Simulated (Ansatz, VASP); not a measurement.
C in VASP and in Ansatz

```
CELL_PARAMETERS angstrom
1.58581 0.00000 0.00000
0.00000 1.55041 0.00000
-0.10278 0.00000 2.14210
ATOMIC_POSITIONS crystal
C 0.50000 0.00000 0.00000
```

Alike in both runs: task single point; functional PBE; k mesh 10 × 10 × 8; occupations gaussian, width 0.1 eV; collinear spin.

|  | VASP | Ansatz |
| --- | --- | --- |
| version | VASP 6.6.1 | Ansatz 0.2.0 |
| potentials or method | VASP PAW PBE potentials, release 64 (C), cutoff 520 eV | scalar-relativistic, plane waves, PAW |
| valence electrons in the cell | 4 | 4 |

```tsv
	VASP	Ansatz	Ansatz less VASP
gap on the k mesh at the Fermi level (eV)	none	none	-
net moment per atom (μB)	0.00	0.00	0.000
```

A gap of «none» marks a metal or a gap that the smearing closes. Ansatz's warnings: seeded moment not kept.

The k mesh is coarse, so the values compare programs but aren't converged.
